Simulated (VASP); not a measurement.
# Si2B3 (P4/mbm) in VASP: a series of runs

Si2B3 is run at these levels: PBE; tasks: relaxation of cell and atoms.

Everything below comes from runs of VASP 6.6.1. Logs are shortened: lines on timing, memory, paths and dates and some standing lists are left out, and cuts for length are marked.

**1. The cell of the first run**

The structure is tetragonal, space group P4/mbm (No. 127). Conventional cell: a = 5.770 Å, b = 5.770 Å, c = 3.070 Å, α = 90.00°, β = 90.00°, γ = 90.00°. Within 3.0 Å of Si (site symmetry m2m) lie 10 B at 2.29 to 2.61 Å and 5 Si at 2.95 to 2.99 Å. B (site symmetry m2m) has 3 B at 1.81 to 2.33 Å and 6 Si at 2.29 to 2.31 Å within 2.4 Å. Within 3.1 Å of B (site symmetry 4/m) lie 6 B at 2.33 to 3.07 Å and 8 Si at 2.61 Å.

**2. Relaxation of cell and atoms, PBE**

The input, INCAR:

```
  ALGO = Normal
  EDIFF = 1E-7
  EDIFFG = -0.08
  ENCUT = 500
  GGA = PE
  GGA_COMPAT = False
  IBRION = 2
  ISIF = 3
  ISMEAR = 0
  LASPH = True
  LCHARG = False
  LREAL = False
  LWAVE = False
  NELM = 120
  NELMIN = 4
  NSW = 36
  PREC = Accurate
  SIGMA = 0.2
```

The input, KPOINTS:

```
k-points
0
Gamma
  3 3 5
```

The input, POSCAR:

```
Si2B3
1.0
    5.7700000000      0.0000000000      0.0000000000
    0.0000000000      5.7700000000      0.0000000000
    0.0000000000      0.0000000000      3.0700000000
Si B
4 6
Direct
    0.8190000000      0.3190000000      0.5000000000
    0.1810000000      0.6810000000      0.5000000000
    0.3190000000      0.1810000000      0.5000000000
    0.6810000000      0.8190000000      0.5000000000
    0.3890000000      0.8890000000      0.0000000000
    0.6110000000      0.1110000000      0.0000000000
    0.1110000000      0.3890000000      0.0000000000
    0.8890000000      0.6110000000      0.0000000000
    0.0000000000      0.0000000000      0.0000000000
    0.5000000000      0.5000000000      0.0000000000
```

Potentials or basis: VASP PAW PBE potentials, release 64 (Si, B).

On the command line:

```bash
> cat potpaw_PBE.64/Si/POTCAR potpaw_PBE.64/B/POTCAR > POTCAR
> mpirun -np 1 vasp_std > vasp.out
```

OUTCAR:

```text
EDIFF = 1E-7
   EDIFFG = -0.08
   ENCUT = 500
   GGA = PE
   IBRION = 2
   ISIF = 3
   ISMEAR = 0
   LASPH = True
   LREAL = False
   NELM = 120
   NELMIN = 4
   NSW = 36
   PREC = Accurate

 ion  position               nearest neighbor table
   1  0.819  0.319  0.500-   6 2.29   6 2.29   8 2.31   7 2.31   7 2.31   8 2.31  10 2.61   9 2.61
                             9 2.61  10 2.61   2 2.95   3 2.99   4 2.99   4 2.99   3 2.99
   2  0.181  0.681  0.500-   5 2.29   5 2.29   8 2.31   7 2.31   7 2.31   8 2.31  10 2.61   9 2.61
                             9 2.61  10 2.61   1 2.95   3 2.99   4 2.99   3 2.99   4 2.99
   3  0.319  0.181  0.500-   7 2.29   7 2.29   5 2.31   5 2.31   6 2.31   6 2.31  10 2.61   9 2.61
                             9 2.61  10 2.61   4 2.95   2 2.99   1 2.99   2 2.99   1 2.99
   4  0.681  0.819  0.500-   8 2.29   8 2.29   5 2.31   5 2.31   6 2.31   6 2.31  10 2.61   9 2.61
                             9 2.61  10 2.61   3 2.95   2 2.99   1 2.99   1 2.99   2 2.99
   5  0.389  0.889  0.000-   6 1.81   2 2.29   2 2.29   3 2.31   4 2.31   3 2.31   4 2.31
   6  0.611  0.111  0.000-   5 1.81   1 2.29   1 2.29   3 2.31   4 2.31   3 2.31   4 2.31
   7  0.111  0.389  0.000-   8 1.81   3 2.29   3 2.29   2 2.31   1 2.31   2 2.31   1 2.31
   8  0.889  0.611  0.000-   7 1.81   4 2.29   4 2.29   2 2.31   1 2.31   2 2.31   1 2.31
   9  0.000  0.000  0.000-   1 2.61   2 2.61   3 2.61   4 2.61   1 2.61   2 2.61   3 2.61   4 2.61

  10  0.500  0.500  0.000-   1 2.61   2 2.61   3 2.61   4 2.61   1 2.61   2 2.61   3 2.61   4 2.61

  LATTYP: Found a simple tetragonal cell.
 ALAT       =     5.7700000000
 C/A-ratio  =     0.5320623917

  Lattice vectors:

 A1 = (   5.7700000000,   0.0000000000,   0.0000000000)
 A2 = (   0.0000000000,   5.7700000000,   0.0000000000)
 A3 = (   0.0000000000,   0.0000000000,   3.0700000000)

Analysis of symmetry for initial positions (statically):
=====================================================================
 Subroutine PRICEL returns:
 Original cell was already a primitive cell.

 Routine SETGRP: Setting up the symmetry group for a
 simple tetragonal supercell.

 Subroutine GETGRP returns: Found 16 space group operations
 (whereof  8 operations were pure point group operations)
 out of a pool of 16 trial point group operations.

The static configuration has the point symmetry C_4h.
 The point group associated with its full space group is D_4h.

Analysis of symmetry for dynamics (positions and initial velocities):
=====================================================================
 Subroutine PRICEL returns:
 Original cell was already a primitive cell.

 Routine SETGRP: Setting up the symmetry group for a
 simple tetragonal supercell.

 Subroutine GETGRP returns: Found 16 space group operations
 (whereof  8 operations were pure point group operations)
 out of a pool of 16 trial point group operations.

The dynamic configuration has the point symmetry C_4h.
 The point group associated with its full space group is D_4h.

 Subroutine INISYM returns: Found 16 space group operations
 (whereof  8 operations are pure point group operations),
 and found     1 'primitive' translations

----------------------------------------------------------------------------------------

                                     Primitive cell

  volume of cell :     102.2092

  direct lattice vectors                    reciprocal lattice vectors
     5.770000000  0.000000000  0.000000000     0.173310225  0.000000000  0.000000000
     0.000000000  5.770000000  0.000000000     0.000000000  0.173310225  0.000000000
     0.000000000  0.000000000  3.070000000     0.000000000  0.000000000  0.325732899

  length of vectors
     5.770000000  5.770000000  3.070000000     0.173310225  0.173310225  0.325732899

  position of ions in fractional coordinates (direct lattice)
     0.819000000  0.319000000  0.500000000
     0.181000000  0.681000000  0.500000000
     0.319000000  0.181000000  0.500000000
     0.681000000  0.819000000  0.500000000
     0.389000000  0.889000000  0.000000000
     0.611000000  0.111000000  0.000000000
     0.111000000  0.389000000  0.000000000
     0.889000000  0.611000000  0.000000000
     0.000000000  0.000000000  0.000000000
     0.500000000  0.500000000  0.000000000

  ion indices of the primitive-cell ions
   primitive index   ion index
                 1           1
                 2           2
                 3           3
                 4           4
                 5           5
                 6           6
                 7           7
                 8           8
                 9           9
                10          10

----------------------------------------------------------------------------------------

 KPOINTS: k-points

Automatic generation of k-mesh.
 Grid dimensions read from file:
 generate k-points for:    3    3    5

 Generating k-lattice:

  Cartesian coordinates                     Fractional coordinates (reciprocal lattice)
     0.057770075  0.000000000  0.000000000     0.333333333  0.000000000  0.000000000
     0.000000000  0.057770075  0.000000000     0.000000000  0.333333333  0.000000000
     0.000000000  0.000000000  0.065146580     0.000000000  0.000000000  0.200000000

  Length of vectors
     0.057770075  0.057770075  0.065146580

  Shift w.r.t. Gamma in fractional coordinates (k-lattice)
     0.000000000  0.000000000  0.000000000

 Subroutine IBZKPT returns following result:
 ===========================================

 Found      9 irreducible k-points:

 Following reciprocal coordinates:
            Coordinates               Weight
  0.000000  0.000000  0.000000      1.000000
  0.333333  0.000000  0.000000      4.000000
  0.333333  0.333333  0.000000      4.000000
  0.000000  0.000000  0.200000      2.000000
  0.333333  0.000000  0.200000      8.000000
  0.333333  0.333333  0.200000      8.000000
  0.000000  0.000000  0.400000      2.000000
  0.333333  0.000000  0.400000      8.000000
  0.333333  0.333333  0.400000      8.000000
   k-points           NKPTS =      9   k-points in BZ     NKDIM =      9   number of bands    NBANDS=     23
   number of dos      NEDOS =    301   number of ions     NIONS =     10
   total plane-waves  NPLWV =  42336
   dimension x,y,z NGX =    42 NGY =   42 NGZ =   24
   dimension x,y,z NGXF=    84 NGYF=   84 NGZF=   48
   ions per type =               4   6
   NGX,Y,Z   is equivalent  to a cutoff of  12.10, 12.10, 13.00 a.u.
   NGXF,Y,Z  is equivalent  to a cutoff of  24.20, 24.20, 25.99 a.u.
 SYSTEM =  unknown system
   PREC   = accura    normal or accurate (medium, high low for compatibility)
   ISTART =      0    job   : 0-new  1-cont  2-samecut
   ICHARG =      2    charge: 1-file 2-atom 10-const
   ISPIN  =      1    spin polarized calculation?
   LNONCOLLINEAR =      F non collinear calculations
   LSORBIT =      F    spin-orbit coupling
   LASPH  =      T    aspherical Exc in radial PAW
   ENCUT  =  500.0 eV  36.75 Ry    6.06 a.u.  10.52 10.52  5.60*2*pi/ulx,y,z
   NELM   =    120;   NELMIN=  4; NELMDL= -5     # of ELM steps
   EDIFF  = 0.1E-06   stopping-criterion for ELM
   LREAL  =      F    real-space projection
   EDIFFG = -.8E-01   stopping-criterion for IOM
   NSW    =     36    number of steps for IOM
   IBRION =      2    ionic relax: 0-MD 1-quasi-New 2-CG
   NFREE  =      1    steps in history (QN), initial steepest desc. (CG)
   ISIF   =      3    stress and relaxation
   ISYM   =      2    0-nonsym 1-usesym 2-fastsym
   POTIM  = 0.5000    time-step for ionic-motion
   TEBEG  =    0.0;   TEEND  =   0.0 temperature during run
   PSTRESS=    0.0 pullay stress
   NELECT =      34.0000    total number of electrons
   NUPDOWN=      -1.0000    fix difference up-down
   EMIN   =  10.00;   EMAX   =-10.00  energy-range for DOS
   EFERMI =   0.00;   METHOD = LEGACY
   ISMEAR =     0;   SIGMA  =   0.20  broadening in eV -4-tet -1-fermi 0-gaus
   EFERMI_NEDOS =   21; number of points for ismear=-14 and -15
   IALGO  =     38    algorithm
   IMIX   =      4    mixing-type and parameters
     AMIX     =   0.40;   BMIX     =  1.00
     AMIX_MAG =   1.60;   BMIX_MAG =  1.00
  volume/ion in A,a.u.               =      10.22        68.97
  Fermi-wavevector in a.u.,A,eV,Ry     =   1.134326  2.143565 17.506548  1.286695
  Thomas-Fermi vector in A             =   2.271030
   LORBIT       =      0    0 simple, 1 ext, 2 COOP (PROOUT), +10 PAW based schemes
   GGA     = PE    functional components
   LHFCALC =     F    Hartree Fock is set to
   AEXX    =    0.0000 exact exchange contribution
   IVDW    =     0    specifies the selected vdW correction
   LEPSILON=     F    determine dielectric tensor
   LRPA    =     F    only Hartree local field effects (RPA)
 conjugate gradient relaxation of ions
 non-spin polarized calculation
 Gauss-broadening in eV      SIGMA  =   0.20
  energy-cutoff  :      500.00
  volume of cell :      102.21
 maximum number of plane-waves:      2609
 NGX is ok and might be reduce to    42
   NGX = 21   NGY = 21   NGZ = 11

--------------------------------------- Ionic step        1  -------------------------------------------

 number of electron      33.9999999 magnetization

 Free energy of the ion-electron system (eV)
  ---------------------------------------------------
  ext. energy  EPLUGINS =         0.00000000
  ---------------------------------------------------
  free energy    TOTEN  =       -51.31031646 eV

  energy without entropy =      -51.26516094  energy(sigma->0) =      -51.28773870

 E-fermi :   9.0384     XC(G=0): -11.5570

 val. band max:        8.9983802260   @ k =   0.0000   0.0000   0.0000
 cond. band min:       9.1604440911   @ k =   0.3333   0.3333   0.4000
 fundamental gap:      0.1620638650
 Fermi energy:         9.0383799850

 k-point     1 :       0.0000    0.0000    0.0000
  band No.  band energies     occupation
      1      -6.4124      2.00000
      2      -3.5131      2.00000
      3      -2.3400      2.00000
      4      -2.3400      2.00000
      5      -0.9140      2.00000
      6       1.2345      2.00000
[... 348 lines left out ...]
  FREE ENERGIE OF THE ION-ELECTRON SYSTEM (eV)
  ---------------------------------------------------
  free  energy   TOTEN  =       -52.1219667936 eV

  energy  without entropy=      -52.0765011614  energy(sigma->0) =      -52.09923398

[... ionic steps 4 to 8 ...]

--------------------------------------- Ionic step        9  -------------------------------------------

 number of electron      33.9999998 magnetization

------------------------ aborting loop because EDIFF is reached ----------------------------------------

  FORCE on cell =-STRESS in cart. coord.  units (eV):
  Direction    XX          YY          ZZ          XY          YZ          ZX
  --------------------------------------------------------------------------------------
  -------------------------------------------------------------------------------------
  Total       -0.1496514     -0.1496514      0.1620499      0.0000000      0.0000000     -0.0000000
  in kB       -2.6328470     -2.6328470      2.8509764      0.0000000      0.0000000     -0.0000000
  external PRESSURE =      -0.8049059 kB  Pullay stress =       0.0000000 kB
[... 73 lines left out ...]
  energy  without entropy=      -52.8496680327  energy(sigma->0) =      -52.86780361

--------------------------------------- Ionic step       11  -------------------------------------------

 number of electron      33.9999998 magnetization

 Free energy of the ion-electron system (eV)
  ---------------------------------------------------
  ext. energy  EPLUGINS =         0.00000000
  ---------------------------------------------------
  free energy    TOTEN  =       -52.88708809 eV

  energy without entropy =      -52.85027477  energy(sigma->0) =      -52.86868143

 E-fermi :  10.3977     XC(G=0): -12.0233

 val. band max:       10.3508840694   @ k =   0.3333   0.3333   0.0000
 cond. band min:      10.4327504759   @ k =   0.3333   0.3333   0.2000
 fundamental gap:      0.0818664065
 Fermi energy:        10.3977401583

 k-point     1 :       0.0000    0.0000    0.0000
  band No.  band energies     occupation
      1      -5.9711      2.00000
      2      -1.4392      2.00000
      3      -1.4392      2.00000
      4      -1.2791      2.00000
      5      -0.4428      2.00000
      6       3.1741      2.00000
[... 260 lines left out ...]
  FREE ENERGIE OF THE ION-ELECTRON SYSTEM (eV)
  ---------------------------------------------------
  free  energy   TOTEN  =       -52.8870880934 eV

  energy  without entropy=      -52.8502747687  energy(sigma->0) =      -52.86868143

 reached required accuracy - stopping structural energy minimisation
```

Wall time 77 s (1 thread of Intel Xeon 6975P-C (Granite Rapids), shared host); peak memory 0.19 GiB.

Results:

```
Free energy                            : -52.8871 eV
Relaxed volume                         : 9.11 Å³/atom
Relaxed cell                           : a = 5.235 Å, b = 5.235 Å, c = 3.323 Å, α = 90.00°, β = 90.00°, γ = 90.00°
Space group after relaxing (to 0.05 Å) : P4/mbm (No. 127)
Energy gained by relaxing              : 157.7 meV/atom
Ionic steps                            : 11
Pressure after relaxing                : -0.1 GPa
Largest force after relaxing           : 0.014 eV/Å
Band gap on the k mesh                 : zero (band 17 reaches 11.70 eV, above the bottom of band 18 at 8.49 eV)
```

Forces in eV/Å, atoms in the order of the input:
```
Si   0.008  0.008  0.000
Si  -0.008 -0.008  0.000
Si   0.008 -0.008  0.000
Si  -0.008  0.008  0.000
B    0.010  0.010  0.000
B   -0.010 -0.010  0.000
B   -0.010  0.010  0.000
B    0.010 -0.010  0.000
B    0.000  0.000  0.000
B    0.000  0.000  0.000
```

The path:
| step | energy change (eV) | largest force (eV/Å) | pressure (GPa) | volume (Å³) |
| --- | --- | --- | --- | --- |
| 1 | 0.0000 | 0.8654 | -14.70 | 102.21 |
| 2 | -0.8115 | 0.8190 | 2.66 | 88.94 |
| 3 | -0.8117 | 0.8148 | 3.03 | 88.74 |
| 4 | -1.0811 | 0.3297 | 2.94 | 88.18 |
| 5 | -1.4040 | 0.7722 | 7.87 | 86.56 |
| 6 | -1.5438 | 0.1238 | 3.80 | 89.13 |
| 7 | -1.5438 | 0.1213 | 3.78 | 89.14 |
| 8 | -1.5731 | 0.1231 | 1.02 | 90.50 |
| 9 | -1.5756 | 0.1275 | -0.08 | 91.07 |
| 10 | -1.5756 | 0.1271 | -0.01 | 91.03 |
| 11 | -1.5768 | 0.0145 | -0.08 | 91.06 |

Final structure:
```yaml
crystal:
  lattice:
    - [5.23508, 0.00000, 0.00000]
    - [0.00000, 5.23508, 0.00000]
    - [0.00000, 0.00000, 3.32269]
  atoms:
    - { symbol: Si, position: [0.79001, 0.29001, 0.50000] }
    - { symbol: Si, position: [0.20999, 0.70999, 0.50000] }
    - { symbol: Si, position: [0.29001, 0.20999, 0.50000] }
    - { symbol: Si, position: [0.70999, 0.79001, 0.50000] }
    - { symbol: B, position: [0.38480, 0.88480, 0.00000] }
    - { symbol: B, position: [0.61520, 0.11520, 0.00000] }
    - { symbol: B, position: [0.11520, 0.38480, 0.00000] }
    - { symbol: B, position: [0.88480, 0.61520, 0.00000] }
    - { symbol: B, position: [0.00000, 0.00000, 0.00000] }
    - { symbol: B, position: [0.50000, 0.50000, 0.00000] }
```

Levels at points of the mesh, in eV from the Fermi level:
```
           k point  band 15  band 16  band 17  band 18  band 19  band 20
(0.00, 0.00, 0.00)    -0.54     0.75     1.31     1.31     1.38     1.71
```

Caveat: the k points lie up to 0.40 Å⁻¹ apart in the final cell; the relaxation stopped at a loose force limit of 0.08 eV/Å, so its end isn't a converged minimum.

[end of part 1 of 2]
